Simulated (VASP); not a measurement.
# LiH (Fm-3m) in VASP: notebook

Runs on LiH. Level: PBE. Tasks: single point.

Everything below comes from runs of VASP 6.6.1. Logs are shortened: lines on timing, memory, paths and dates and some standing lists are left out, and cuts for length are marked.

## (1) The cell of the first run

The structure is cubic, space group Fm-3m (No. 225). The conventional cell has a = 3.925 Å, b = 3.925 Å, c = 3.925 Å, α = 90.00°, β = 90.00°, γ = 90.00°. Within 2.6 Å of Li (site symmetry m-3m) lie 6 H at 1.96 Å. H (site symmetry m-3m) has 6 Li at 1.96 Å within 2.6 Å.

## (2) Single point, PBE (volume changed by -6%)

INCAR reads:

```
PREC = Accurate
ENCUT = 750
EDIFF = 1E-6
ISMEAR = 0
SIGMA = 0.01
LREAL = F
LASPH = T
NELM = 120
ALGO = Normal
ISIF = 2
LWAVE = F
LCHARG = F
GGA = PE
NBANDS = 9
GGA_COMPAT = F
```

KPOINTS reads:

```
Automatic mesh
0
Gamma
  10 10 10
```

POSCAR reads:

```
LiH
1.0
    0.0000000000      1.9625015503      1.9625015503
    1.9625015503      0.0000000000      1.9625015503
    1.9625015503      1.9625015503      0.0000000000
Li H
1 1
Direct
    0.0000000000      0.0000000000      0.0000000000
    0.5000000000      0.5000000000      0.5000000000
```

Potentials or basis: VASP PAW PBE potentials, release 64 (Li_sv, H).

The run is started by

```bash
> cat potpaw_PBE.64/Li_sv/POTCAR potpaw_PBE.64/H/POTCAR > POTCAR
> mpirun -np 1 vasp_std > vasp.out
```

OUTCAR:

```text
PREC = Accurate
   ENCUT = 750
   EDIFF = 1E-6
   ISMEAR = 0
   LREAL = F
   LASPH = T
   NELM = 120
   ISIF = 2
   GGA = PE

 ion  position               nearest neighbor table
   1  0.000  0.000  0.000-
   2  0.500  0.500  0.500-

  LATTYP: Found a face centered cubic cell.
 ALAT       =     3.9250031006

  Lattice vectors:

 A1 = (   0.0000000000,   1.9625015503,   1.9625015503)
 A2 = (   1.9625015503,   0.0000000000,   1.9625015503)
 A3 = (   1.9625015503,   1.9625015503,   0.0000000000)

Analysis of symmetry for initial positions (statically):
=====================================================================
 Subroutine PRICEL returns:
 Original cell was already a primitive cell.

 Routine SETGRP: Setting up the symmetry group for a
 face centered cubic supercell.

 Subroutine GETGRP returns: Found 48 space group operations
[... 9 lines left out ...]

 Routine SETGRP: Setting up the symmetry group for a
 face centered cubic supercell.

 Subroutine GETGRP returns: Found 48 space group operations
[... 11 lines left out ...]
                                     Primitive cell

  volume of cell :      15.1168

  direct lattice vectors                    reciprocal lattice vectors
     0.000000000  1.962501550  1.962501550    -0.254776869  0.254776869  0.254776869
     1.962501550  0.000000000  1.962501550     0.254776869 -0.254776869  0.254776869
     1.962501550  1.962501550  0.000000000     0.254776869  0.254776869 -0.254776869

  length of vectors
     2.775396309  2.775396309  2.775396309     0.441286481  0.441286481  0.441286481

  position of ions in fractional coordinates (direct lattice)
     0.000000000  0.000000000  0.000000000
     0.500000000  0.500000000  0.500000000

  ion indices of the primitive-cell ions
   primitive index   ion index
                 1           1
                 2           2

----------------------------------------------------------------------------------------

 KPOINTS: Automatic mesh

Automatic generation of k-mesh.
 Grid dimensions read from file:
 generate k-points for:   10   10   10

 Generating k-lattice:

  Cartesian coordinates                     Fractional coordinates (reciprocal lattice)
    -0.025477687  0.025477687  0.025477687     0.100000000  0.000000000  0.000000000
     0.025477687 -0.025477687  0.025477687     0.000000000  0.100000000  0.000000000
     0.025477687  0.025477687 -0.025477687     0.000000000  0.000000000  0.100000000

  Length of vectors
     0.044128648  0.044128648  0.044128648
[... 52 lines left out ...]
   ENCUT  =  750.0 eV  55.12 Ry    7.42 a.u.   6.20  6.20  6.20*2*pi/ulx,y,z
   NELM   =    120;   NELMIN=  2; NELMDL= -5     # of ELM steps
   EDIFF  = 0.1E-05   stopping-criterion for ELM
   LREAL  =      F    real-space projection
   EDIFFG = 0.1E-04   stopping-criterion for IOM
   NSW    =      0    number of steps for IOM
   IBRION =     -1    ionic relax: 0-MD 1-quasi-New 2-CG
   NFREE  =      0    steps in history (QN), initial steepest desc. (CG)
   ISIF   =      2    stress and relaxation
   ISYM   =      2    0-nonsym 1-usesym 2-fastsym
   POTIM  = 0.5000    time-step for ionic-motion
   TEBEG  =    0.0;   TEEND  =   0.0 temperature during run
   PSTRESS=    0.0 pullay stress
   NELECT =       4.0000    total number of electrons
   NUPDOWN=      -1.0000    fix difference up-down
   EMIN   =  10.00;   EMAX   =-10.00  energy-range for DOS
   EFERMI =   0.00;   METHOD = LEGACY
   ISMEAR =     0;   SIGMA  =   0.01  broadening in eV -4-tet -1-fermi 0-gaus
   EFERMI_NEDOS =   21; number of points for ismear=-14 and -15
   IALGO  =     38    algorithm
   IMIX   =      4    mixing-type and parameters
     AMIX     =   0.40;   BMIX     =  1.00
     AMIX_MAG =   1.60;   BMIX_MAG =  1.00
  volume/ion in A,a.u.               =       7.56        51.01
  Fermi-wavevector in a.u.,A,eV,Ry     =   1.051013  1.986127 15.029385  1.104629
  Thomas-Fermi vector in A             =   2.186039
   LORBIT       =      0    0 simple, 1 ext, 2 COOP (PROOUT), +10 PAW based schemes
   GGA     = PE    functional components
   LHFCALC =     F    Hartree Fock is set to
   AEXX    =    0.0000 exact exchange contribution
   IVDW    =     0    specifies the selected vdW correction
   LEPSILON=     F    determine dielectric tensor
   LRPA    =     F    only Hartree local field effects (RPA)
 non-spin polarized calculation
 Gauss-broadening in eV      SIGMA  =   0.01
  energy-cutoff  :      750.00
  volume of cell :       15.12
 maximum number of plane-waves:       725
 NGX is ok and might be reduce to    28
   NGX = 13   NGY = 13   NGZ = 13

 number of electron       4.0000000 magnetization

 Free energy of the ion-electron system (eV)
  ---------------------------------------------------
  ext. energy  EPLUGINS =         0.00000000
  ---------------------------------------------------
  free energy    TOTEN  =        -6.11994059 eV

  energy without entropy =       -6.11994059  energy(sigma->0) =       -6.11994059

 E-fermi :   0.5690     XC(G=0):  -8.7186

 val. band max:        0.3926051298   @ k =   0.5000   0.5000   0.0000
 cond. band min:       3.3240071749   @ k =   0.5000   0.5000   0.0000
 fundamental gap:      2.9314020451
 Fermi energy:         0.5690209834

 k-point     1 :       0.0000    0.0000    0.0000
  band No.  band energies     occupation
      1     -43.8361      2.00000
      2      -5.2905      2.00000
      3      17.3051      0.00000
      4      18.9419      0.00000
      5      18.9419      0.00000
      6      18.9419      0.00000
      7      23.7758      0.00000
      8      23.7758      0.00000
      9      23.7758      0.00000
[... 265 lines left out ...]
 k-point    24 :       0.4000    0.3000    0.0000
  band No.  band energies     occupation
      1     -43.7743      2.00000
      2      -2.0711      2.00000
      3       7.2689      0.00000
      4      11.1695      0.00000
      5      12.5525      0.00000
      6      17.1821      0.00000
      7      18.7317      0.00000
      8      31.1725      0.00000
      9      31.5846      0.00000

 [... further k-points ...]
[... 5 lines left out ...]
  --------------------------------------------------------------------------------------
  -------------------------------------------------------------------------------------
  Total        0.2143260      0.2143260      0.2143260      0.0000000      0.0000000     -0.0000000
  in kB       22.7156665     22.7156665     22.7156665      0.0000000      0.0000000     -0.0000000
  external PRESSURE =      22.7156665 kB  Pullay stress =       0.0000000 kB

 VOLUME and BASIS-vectors are now :
 -----------------------------------------------------------------------------
  energy-cutoff  :      750.00
  volume of cell :       15.12
      direct lattice vectors                 reciprocal lattice vectors
     0.000000000  1.962501550  1.962501550    -0.254776869  0.254776869  0.254776869
     1.962501550  0.000000000  1.962501550     0.254776869 -0.254776869  0.254776869
     1.962501550  1.962501550  0.000000000     0.254776869  0.254776869 -0.254776869

 POSITION                                       TOTAL-FORCE (eV/Angst)
 -----------------------------------------------------------------------------------
      0.00000      0.00000      0.00000        -0.000000      0.000000     -0.000000
      1.96250      1.96250      1.96250         0.000000     -0.000000      0.000000
 -----------------------------------------------------------------------------------
    total drift:                                0.000000      0.000000      0.000000

  FREE ENERGIE OF THE ION-ELECTRON SYSTEM (eV)
  ---------------------------------------------------
  free  energy   TOTEN  =        -6.1199405942 eV

  energy  without entropy=       -6.1199405942  energy(sigma->0) =       -6.11994059
```

Run time: 22 s. Hardware: 1 thread of Intel Xeon 8259CL, shared host; peak memory 0.15 GiB.

What came out:

```yaml
Free_energy: -6.1199 eV
Pressure: 2.3 GPa
Band_gap_on_the_k_mesh: 2.93 eV, direct
```

## (3) Single point, PBE (volume changed by -3%)

INCAR reads:

```
PREC = Accurate
ENCUT = 750
EDIFF = 1E-6
ISMEAR = 0
SIGMA = 0.01
LREAL = False
LASPH = True
NELM = 120
ALGO = Normal
ISIF = 2
LWAVE = False
LCHARG = False
GGA = PE
NBANDS = 9
GGA_COMPAT = False
```

KPOINTS is that of step 2.

POSCAR reads:

```
LiH
1.0
    0.0000000000      1.9831609796      1.9831609796
    1.9831609796      0.0000000000      1.9831609796
    1.9831609796      1.9831609796      0.0000000000
Li H
1 1
Direct
    0.0000000000      0.0000000000      0.0000000000
    0.5000000000      0.5000000000      0.5000000000
```

Potentials or basis: VASP PAW PBE potentials, release 64 (Li_sv, H).

The run is started by

```bash
> cat potpaw_PBE.64/Li_sv/POTCAR potpaw_PBE.64/H/POTCAR > POTCAR
> mpirun -np 1 vasp_std > vasp.out
```

OUTCAR:

```text
PREC = Accurate
   ENCUT = 750
   EDIFF = 1E-6
   ISMEAR = 0
   LREAL = False
   LASPH = True
   NELM = 120
   ISIF = 2
   GGA = PE

 ion  position               nearest neighbor table
   1  0.000  0.000  0.000-
   2  0.500  0.500  0.500-

  LATTYP: Found a face centered cubic cell.
 ALAT       =     3.9663219592

  Lattice vectors:

 A1 = (   0.0000000000,   1.9831609796,   1.9831609796)
 A2 = (   1.9831609796,   0.0000000000,   1.9831609796)
[... 473 lines left out ...]

------------------------ aborting loop because EDIFF is reached ----------------------------------------

  FORCE on cell =-STRESS in cart. coord.  units (eV):
  Direction    XX          YY          ZZ          XY          YZ          ZX
  --------------------------------------------------------------------------------------
  -------------------------------------------------------------------------------------
  Total        0.0934163      0.0934163      0.0934163     -0.0000000      0.0000000     -0.0000000
  in kB        9.5946516      9.5946516      9.5946516     -0.0000000      0.0000000     -0.0000000
  external PRESSURE =       9.5946516 kB  Pullay stress =       0.0000000 kB

 VOLUME and BASIS-vectors are now :
 -----------------------------------------------------------------------------
  energy-cutoff  :      750.00
  volume of cell :       15.60
      direct lattice vectors                 reciprocal lattice vectors
     0.000000000  1.983160980  1.983160980    -0.252122750  0.252122750  0.252122750
     1.983160980  0.000000000  1.983160980     0.252122750 -0.252122750  0.252122750
     1.983160980  1.983160980  0.000000000     0.252122750  0.252122750 -0.252122750

 POSITION                                       TOTAL-FORCE (eV/Angst)
 -----------------------------------------------------------------------------------
      0.00000      0.00000      0.00000         0.000000     -0.000000      0.000000
      1.98316      1.98316      1.98316        -0.000000      0.000000     -0.000000
 -----------------------------------------------------------------------------------
    total drift:                                0.000000      0.000000      0.000000

  FREE ENERGIE OF THE ION-ELECTRON SYSTEM (eV)
  ---------------------------------------------------
  free  energy   TOTEN  =        -6.1252962019 eV

  energy  without entropy=       -6.1252962019  energy(sigma->0) =       -6.12529620
```

stdout:

```text
POSCAR found type information on POSCAR LiH
 POSCAR found :  2 types and       2 ions
 scaLAPACK will be used
 LDA part: xc-table for (Slater+PW92), standard interpolation
 POSCAR, INCAR and KPOINTS ok, starting setup
 FFT: planning ... GRIDC
 FFT: planning ... GRID_SOFT
 FFT: planning ... GRID
 WAVECAR not read
 entering main loop
```

It took 21 s on 1 thread of Intel Xeon 8259CL, shared host; peak memory 0.15 GiB.

What came out:

| Item | Value |
| --- | --- |
| Free energy | -6.1253 eV |
| Pressure | 1.0 GPa |
| Band gap on the k mesh | 2.96 eV, direct |

Levels at points of the mesh, in eV from the valence-band top:
```
           k point  band 1  band 2  band 3  band 4  band 5
(0.00, 0.00, 0.00)  -44.25   -5.56   16.49   18.22   18.22
(0.50, 0.00, 0.00)  -44.20   -2.72    4.99   13.94   16.80
(0.50, 0.50, 0.00)  -44.18    0.00    2.96   10.97   10.97
```

 A k mesh can miss the band edges.
